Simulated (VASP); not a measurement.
Input of a VASP 6.6.1 run:

INCAR

```
SYSTEM = ZnS
  ALGO = Normal
  EDIFF = 1E-6
  ENCUT = 520
  GGA = PS
  ISIF = 2
  ISMEAR = 0
  LASPH = .TRUE.
  LCHARG = .FALSE.
  LREAL = .FALSE.
  LWAVE = .FALSE.
  NBANDS = 46
  NELM = 60
  PREC = Accurate
  SIGMA = 0.05
```

File KPOINTS:

```
k-points
0
G
  6 6 6
  0 0 0
```

The input POSCAR:

```
ZnS
1.0
    5.3565181498      0.0000000000      0.0000000000
    0.0000000000     -5.3565181498      0.0000000000
    0.0000000000      0.0000000000     -5.3565181498
Zn S
4 4
Direct
    0.0346522732      0.0346522732      0.0000000000
    0.5000000000      0.5000000000      0.0000000000
    0.5000000000      0.0000000000      0.5000000000
    0.0000000000      0.5000000000      0.5000000000
    0.7500000000      0.7500000000      0.7500000000
    0.2500000000      0.2500000000      0.7500000000
    0.2500000000      0.7500000000      0.2500000000
    0.7500000000      0.2500000000      0.2500000000
```

Potentials or basis: VASP PAW PBE potentials, release 64 (Zn, S).

Command:

```console
$ cat potpaw_PBE.64/Zn/POTCAR potpaw_PBE.64/S/POTCAR > POTCAR
$ mpirun -np 1 vasp_std > vasp.out
```

**Question.** Predict the band gap on the k mesh.

**Answer.** 2.01 eV, direct.

**Question.** What does it give for the pressure?

**Answer.** 0.9 GPa.

**Question.** Predict the largest force.

**Answer.** 2.250 eV/Å.

Stress tensor (GPa, compression positive):
```
 0.70 -0.81  1.36
-0.81  0.70 -1.36
 1.36 -1.36  1.22
```

Caveat: the cell differs from its parent crystal (atom 1 (Zn) moved +0.263 Å along Cartesian [1 -1 0]); the PAW data sets were made with another functional, which shifts forces and pressure a little.
